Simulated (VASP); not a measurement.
Write the native input for VASP 6.6.1 that does the following.

| Property | Result |
| --- | --- |
| Task | single point |
| Functional | PBE |
| Potentials or basis | VASP PAW PBE potentials, release 64 (B, N) |
| Cutoff | 520 eV |
| k mesh | 12 × 12 × 12 |
| Occupations | gaussian, width 0.05 eV |
| Spin | no spin polarisation |
| Dipole correction | no |
| Further INCAR settings | ALGO = Normal; EDIFF = 1e-07; NBANDS = 11 |

The structure of BN lies in POSCAR:

```
BN
1.0
   -0.2038943003      1.6855262161      1.8123937807
    1.8123937807     -0.2038943003      1.8123937807
    1.6084994804      1.4816319157      0.0000000000
B N
1 1
Direct
    0.0000000000      0.0000000000      0.0000000000
    0.7500000000      0.7500000000      0.7500000000
```

This cell differs from its parent crystal: engineering shear strain xz -0.2250, normal strain along z -0.0700.

The input as run:

INCAR

```
  PREC = Accurate
  ENCUT = 520
  EDIFF = 1E-7
  ISMEAR = 0
  SIGMA = 0.05
  LREAL = False
  LASPH = True
  NELM = 60
  ALGO = Normal
  ISIF = 2
  LWAVE = False
  LCHARG = True
  GGA = PE
  LELF = True
  LVHAR = True
  NBANDS = 11
```

KPOINTS

```
Automatic mesh
0
Gamma
  12 12 12
```

Potentials or basis: VASP PAW PBE potentials, release 64 (B, N).

The run is started by

```bash
$ cat potpaw_PBE.64/B/POTCAR potpaw_PBE.64/N/POTCAR > POTCAR
$ mpirun -np 1 vasp_std > vasp.out
```

Results of the run:

```yaml
Pressure: 61.0 GPa
Largest_force: 1.354 eV/Å
Band_gap_on_the_k_mesh: 1.64 eV (least direct gap 4.40 eV)
```

Caveat: the cell differs from its parent crystal (engineering shear strain xz -0.2250, normal strain along z -0.0700); the cell stands under pressure; forces of over 1 eV/Å act on the atoms, so gaps and moduli don't describe the material at rest.

Wall time 28 s on 1 thread of Intel(R) Xeon(R) Platinum 8488C (Sapphire Rapids) (shared host), peak memory 0.16 GiB.
